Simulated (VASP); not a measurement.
# Al (Im-3m) in VASP: notebook

Al is run at these levels: PBEsol+D3(BJ), LDA, BLYP+D3(BJ); tasks: single point, relaxation of cell and atoms.

All numbers are computed with VASP 6.6.1; they aren't measurements. Logs are shortened: lines on timing, memory, paths and dates and some standing lists are left out, and cuts for length are marked.

### 1 The cell of the first run

Symmetry: Im-3m, No. 229, cubic system. The conventional cell has a = 3.166 Å, b = 3.166 Å, c = 3.166 Å, α = 90.00°, β = 90.00°, γ = 90.00°. Within 3.6 Å of Al (site symmetry m-3m) lie 14 Al at 2.74 to 3.17 Å.

### 2 Single point, PBEsol+D3(BJ)

File INCAR:

```
PREC     = Accurate       # precision mode
ENCUT    = 520            # plane-wave cutoff, eV
EDIFF    = 1E-6           # SCF threshold, eV
ISMEAR   = -1             # smearing method
SIGMA    = 0.15           # smearing width, eV
LREAL    = False          # projectors in reciprocal space
LASPH    = True           # aspherical terms in the spheres
NELM     = 80             # most SCF steps
ALGO     = Normal         # electronic algorithm
ISIF     = 2              # what is computed and relaxed
LWAVE    = False          # write WAVECAR
LCHARG   = True           # write CHGCAR
GGA      = PS             # functional
IVDW     = 12             # dispersion correction
LELF     = True           # ELF
LVHAR    = True         
NBANDS   = 8              # bands
```

File KPOINTS:

```
regular mesh
0
Gamma
  13 13 13
```

File POSCAR:

```
Al
1.0
   -1.5831807504      1.5831807504      1.5831807504
    1.5831807504     -1.5831807504      1.5831807504
    1.5831807504      1.5831807504     -1.5831807504
Al
1
Direct
    0.0000000000      0.0000000000      0.0000000000
```

Potentials or basis: VASP PAW PBE potentials, release 64 (Al).

On the command line:

```sh
$ cat potpaw_PBE.64/Al/POTCAR > POTCAR
$ mpirun -np 1 vasp_std > vasp.out
```

OUTCAR:

```text
PREC = Accurate
   ENCUT = 520
   EDIFF = 1E-6
   ISMEAR = -1
   LREAL = False
   LASPH = True
   NELM = 80
   ISIF = 2
   GGA = PS
   IVDW = 12
 IVDW          = 12

 ion  position               nearest neighbor table
   1  0.000  0.000  0.000-

  LATTYP: Found a body centered cubic cell.
 ALAT       =     3.1663615008

  Lattice vectors:

 A1 = (  -1.5831807504,   1.5831807504,   1.5831807504)
 A2 = (   1.5831807504,  -1.5831807504,   1.5831807504)
 A3 = (   1.5831807504,   1.5831807504,  -1.5831807504)

Analysis of symmetry for initial positions (statically):
=====================================================================
 Subroutine PRICEL returns:
 Original cell was already a primitive cell.

 Routine SETGRP: Setting up the symmetry group for a
 body centered cubic supercell.

 Subroutine GETGRP returns: Found 48 space group operations
 (whereof 48 operations were pure point group operations)
 out of a pool of 48 trial point group operations.

The static configuration has the point symmetry O_h .

Analysis of symmetry for dynamics (positions and initial velocities):
=====================================================================
 Subroutine PRICEL returns:
 Original cell was already a primitive cell.

 Routine SETGRP: Setting up the symmetry group for a
 body centered cubic supercell.

 Subroutine GETGRP returns: Found 48 space group operations
 (whereof 48 operations were pure point group operations)
 out of a pool of 48 trial point group operations.

The dynamic configuration has the point symmetry O_h .

 Subroutine INISYM returns: Found 48 space group operations
 (whereof 48 operations are pure point group operations),
 and found     1 'primitive' translations

----------------------------------------------------------------------------------------

                                     Primitive cell

  volume of cell :      15.8727

  direct lattice vectors                    reciprocal lattice vectors
    -1.583180750  1.583180750  1.583180750     0.000000000  0.315819909  0.315819909
     1.583180750 -1.583180750  1.583180750     0.315819909  0.000000000  0.315819909
     1.583180750  1.583180750 -1.583180750     0.315819909  0.315819909  0.000000000

  length of vectors
     2.742149497  2.742149497  2.742149497     0.446636798  0.446636798  0.446636798

  position of ions in fractional coordinates (direct lattice)
     0.000000000  0.000000000  0.000000000

  ion indices of the primitive-cell ions
   primitive index   ion index
                 1           1

----------------------------------------------------------------------------------------

 KPOINTS: regular mesh

Automatic generation of k-mesh.
 Grid dimensions read from file:
 generate k-points for:   13   13   13

 Generating k-lattice:

  Cartesian coordinates                     Fractional coordinates (reciprocal lattice)
     0.000000000  0.024293839  0.024293839     0.076923077  0.000000000  0.000000000
     0.024293839  0.000000000  0.024293839     0.000000000  0.076923077  0.000000000
     0.024293839  0.024293839  0.000000000     0.000000000  0.000000000  0.076923077

  Length of vectors
     0.034356677  0.034356677  0.034356677

  Shift w.r.t. Gamma in fractional coordinates (k-lattice)
     0.000000000  0.000000000  0.000000000

 Subroutine IBZKPT returns following result:
 ===========================================

 Found     84 irreducible k-points:

 Following reciprocal coordinates:
            Coordinates               Weight
  0.000000  0.000000  0.000000      1.000000
  0.076923  0.000000  0.000000     12.000000
  0.153846  0.000000  0.000000     12.000000
  0.230769  0.000000  0.000000     12.000000
  0.307692  0.000000  0.000000     12.000000
  0.384615  0.000000  0.000000     12.000000
[... 16 lines left out ...]
  0.153846  0.076923  0.076923     24.000000
  0.230769  0.076923  0.076923     24.000000
 [... further k-points ...]
   k-points           NKPTS =     84   k-points in BZ     NKDIM =     84   number of bands    NBANDS=      8
   number of dos      NEDOS =    301   number of ions     NIONS =      1
   total plane-waves  NPLWV =   8000
   dimension x,y,z NGX =    20 NGY =   20 NGZ =   20
   dimension x,y,z NGXF=    40 NGYF=   40 NGZF=   40
   ions per type =               1
   NGX,Y,Z   is equivalent  to a cutoff of  12.13, 12.13, 12.13 a.u.
   NGXF,Y,Z  is equivalent  to a cutoff of  24.25, 24.25, 24.25 a.u.
 SYSTEM =  unknown system
   PREC   = accura    normal or accurate (medium, high low for compatibility)
   ISTART =      0    job   : 0-new  1-cont  2-samecut
   ICHARG =      2    charge: 1-file 2-atom 10-const
   ISPIN  =      1    spin polarized calculation?
   LNONCOLLINEAR =      F non collinear calculations
   LSORBIT =      F    spin-orbit coupling
   LASPH  =      T    aspherical Exc in radial PAW
   ENCUT  =  520.0 eV  38.22 Ry    6.18 a.u.   5.10  5.10  5.10*2*pi/ulx,y,z
   NELM   =     80;   NELMIN=  2; NELMDL= -5     # of ELM steps
   EDIFF  = 0.1E-05   stopping-criterion for ELM
   LREAL  =      F    real-space projection
   EDIFFG = 0.1E-04   stopping-criterion for IOM
   NSW    =      0    number of steps for IOM
   IBRION =     -1    ionic relax: 0-MD 1-quasi-New 2-CG
   NFREE  =      0    steps in history (QN), initial steepest desc. (CG)
   ISIF   =      2    stress and relaxation
   ISYM   =      2    0-nonsym 1-usesym 2-fastsym
   POTIM  = 0.5000    time-step for ionic-motion
   TEBEG  =    0.0;   TEEND  =   0.0 temperature during run
   PSTRESS=    0.0 pullay stress
   NELECT =       3.0000    total number of electrons
   NUPDOWN=      -1.0000    fix difference up-down
   EMIN   =  10.00;   EMAX   =-10.00  energy-range for DOS
   EFERMI =   0.00;   METHOD = LEGACY
   ISMEAR =    -1;   SIGMA  =   0.15  broadening in eV -4-tet -1-fermi 0-gaus
   EFERMI_NEDOS =   21; number of points for ismear=-14 and -15
   IALGO  =     38    algorithm
   IMIX   =      4    mixing-type and parameters
     AMIX     =   0.40;   BMIX     =  1.00
     AMIX_MAG =   1.60;   BMIX_MAG =  1.00
  volume/ion in A,a.u.               =      15.87       107.11
  Fermi-wavevector in a.u.,A,eV,Ry     =   0.939503  1.775403 12.009394  0.882666
  Thomas-Fermi vector in A             =   2.066821
   LORBIT       =      0    0 simple, 1 ext, 2 COOP (PROOUT), +10 PAW based schemes
   GGA     = PS    functional components
   LHFCALC =     F    Hartree Fock is set to
   AEXX    =    0.0000 exact exchange contribution
   IVDW    =    12    specifies the selected vdW correction
   LEPSILON=     F    determine dielectric tensor
   LRPA    =     F    only Hartree local field effects (RPA)
 non-spin polarized calculation
  energy-cutoff  :      520.00
  volume of cell :       15.87
 maximum number of plane-waves:       438
   NGX = 11   NGY = 11   NGZ = 11

 number of electron       3.0000000 magnetization

 Free energy of the ion-electron system (eV)
  ---------------------------------------------------
  ext. energy  EPLUGINS =         0.00000000
  ---------------------------------------------------
  free energy    TOTEN  =        -4.00294252 eV

  energy without entropy =       -3.97444027  energy(sigma->0) =       -3.98869139

 E-fermi :   8.3793     XC(G=0): -10.4031

 val. band max:        8.2521625471   @ k =   0.3077   0.1538   0.0000
 cond. band min:       8.4149813273   @ k =  -0.3846   0.3846   0.1538
 fundamental gap:      0.1628187802
 Fermi energy:         8.3792896776

 k-point     1 :       0.0000    0.0000    0.0000
  band No.  band energies     occupation
      1      -3.0363      2.00000
      2      21.8400      0.00000
      3      21.8400      0.00000
      4      21.8400      0.00000
      5      23.6174      0.00000
      6      23.6174      0.00000
      7      23.6174      0.00000
      8      24.9509      0.00000

 k-point     2 :       0.0769    0.0000    0.0000
  band No.  band energies     occupation
      1      -2.8616      2.00000
      2      19.9380      0.00000
      3      20.8393      0.00000
      4      21.1630      0.00000
      5      22.8382      0.00000
      6      23.7936      0.00000
      7      24.2615      0.00000
      8      24.9078      0.00000

 k-point     3 :       0.1538    0.0000    0.0000
  band No.  band energies     occupation
      1      -2.3390      2.00000
      2      16.7440      0.00000
      3      19.5419      0.00000
      4      19.8952      0.00000
      5      21.5591      0.00000
      6      22.7038      0.00000
      7      25.1411      0.00000
      8      25.5070      0.00000

 k-point     4 :       0.2308    0.0000    0.0000
  band No.  band energies     occupation
      1      -1.4724      2.00000
      2      13.5321      0.00000
      3      18.4677      0.00000
      4      18.6909      0.00000
      5      20.4179      0.00000
      6      21.7702      0.00000
      7      26.1718      0.00000
      8      26.1889      0.00000

 k-point     5 :       0.3077    0.0000    0.0000
  band No.  band energies     occupation
      1      -0.2684      2.00000
      2      10.5241      0.00000
      3      17.6583      0.00000
      4      17.7344      0.00000
      5      19.5347      0.00000
      6      20.9922      0.00000
      7      27.0837      0.00000
      8      27.4817      0.00000
[... 177 lines left out ...]
 k-point    22 :       0.0769    0.0769    0.0769
  band No.  band energies     occupation
      1      -1.9917      2.00000
      2      16.8742      0.00000
      3      16.8742      0.00000
      4      17.4624      0.00000
      5      24.4423      0.00000
      6      24.4423      0.00000
      7      25.0125      0.00000
      8      25.0125      0.00000

 k-point    23 :       0.1538    0.0769    0.0769
  band No.  band energies     occupation
      1      -1.1274      2.00000
      2      13.8044      0.00000
      3      15.6199      0.00000
      4      16.2354      0.00000
      5      23.8554      0.00000
      6      24.2564      0.00000
      7      26.0973      0.00000
      8      26.2258      0.00000

 k-point    24 :       0.2308    0.0769    0.0769
  band No.  band energies     occupation
      1       0.0735      2.00000
      2      10.8261      0.00000
      3      14.6601      0.00000
      4      15.3599      0.00000
      5      23.1171      0.00000
      6      23.6418      0.00000
      7      27.2802      0.00000
      8      27.5865      0.00000

 [... further k-points ...]

------------------------ aborting loop because EDIFF is reached ----------------------------------------

 Edisp (eV)   -0.33047

 E8    (eV) :    -0.2226

  FORCE on cell =-STRESS in cart. coord.  units (eV):
  Direction    XX          YY          ZZ          XY          YZ          ZX
  --------------------------------------------------------------------------------------
  -------------------------------------------------------------------------------------
  Total       0.00838     0.00838     0.00838     0.00000    -0.00000     0.00000
  in kB       0.84538     0.84538     0.84538     0.00000    -0.00000     0.00000
  external pressure =        0.85 kB  Pullay stress =        0.00 kB

 VOLUME and BASIS-vectors are now :
 -----------------------------------------------------------------------------
  energy-cutoff  :      520.00
  volume of cell :       15.87
      direct lattice vectors                 reciprocal lattice vectors
    -1.583180750  1.583180750  1.583180750     0.000000000  0.315819909  0.315819909
     1.583180750 -1.583180750  1.583180750     0.315819909  0.000000000  0.315819909
     1.583180750  1.583180750 -1.583180750     0.315819909  0.315819909  0.000000000

 POSITION                                       TOTAL-FORCE (eV/Angst)
 -----------------------------------------------------------------------------------
      0.00000      0.00000      0.00000         0.000000     -0.000000      0.000000
 -----------------------------------------------------------------------------------
    total drift:                                0.000000      0.000000      0.000000

  FREE ENERGIE OF THE ION-ELECTRON SYSTEM (eV)
  ---------------------------------------------------
  free  energy   TOTEN  =        -4.3334133042 eV

  energy  without entropy=       -4.3049110567  energy(sigma->0) =       -4.31916218
```

It took 8.6 s on 1 thread of AMD EPYC 7R13, shared host; peak memory 0.13 GiB.

Results:

| Quantity | Value |
| --- | --- |
| Free energy | -4.3334 eV |
| Pressure | 0.1 GPa |
| Dispersion energy per atom | -0.330 eV |

Levels at points of the mesh, in eV from the Fermi level:
```
           k point  band 1  band 2  band 3  band 4  band 5  band 6
(0.00, 0.00, 0.00)  -11.42   13.46   13.46   13.46   15.24   15.24
```

Caveat: the PAW data sets were made with another functional, which shifts forces and pressure a little; pairwise dispersion overbinds metals, which lowers pressure and volume.

### 3 Single point, LDA

This run uses another cell than the first one, of 16.18 Å³/atom, 1.019 times its volume.

File INCAR:

```
SYSTEM = Al
PREC     = Accurate       ! precision mode
ENCUT    = 520            ! plane-wave cutoff, eV
EDIFF    = 1E-7           ! SCF threshold, eV
ISMEAR   = -1             ! smearing method
SIGMA    = 0.15           ! smearing width, eV
LREAL    = .False.        ! projectors in reciprocal space
LASPH    = .True.         ! aspherical terms in the spheres
NELM     = 100            ! most SCF steps
ALGO     = Normal         ! electronic algorithm
ISIF     = 2              ! what is computed and relaxed
LWAVE    = .False.        ! write WAVECAR
LCHARG   = .False.        ! write CHGCAR
NBANDS   = 8              ! bands
```

File KPOINTS:

```
Automatic mesh
0
Gamma
  13 13 13
  0 0 0
```

File POSCAR:

```
Al
1.0
   -1.5932956239      1.5932956239      1.5932956239
    1.5932956239     -1.5932956239      1.5932956239
    1.5932956239      1.5932956239     -1.5932956239
Al
1
Direct
    0.0000000000      0.0000000000      0.0000000000
```

Potentials or basis: VASP PAW LDA potentials, release 64 (Al).

On the command line:

```sh
$ cat potpaw_LDA.64/Al/POTCAR > POTCAR
$ mpirun -np 1 vasp_std > vasp.out
```

Run time: 7.5 s. Hardware: 1 thread of AMD EPYC 7R13, shared host; peak memory 0.12 GiB.

Results (log left out):

```
Free energy : -4.1075 eV
Pressure    : 0.1 GPa
```

Levels at points of the mesh, in eV from the Fermi level:
```tsv
k point	band 1	band 2	band 3	band 4	band 5
(0.00, 0.00, 0.00)	-11.24	13.30	13.30	13.30	14.70
```

(Part 1 of 2 ends here.)
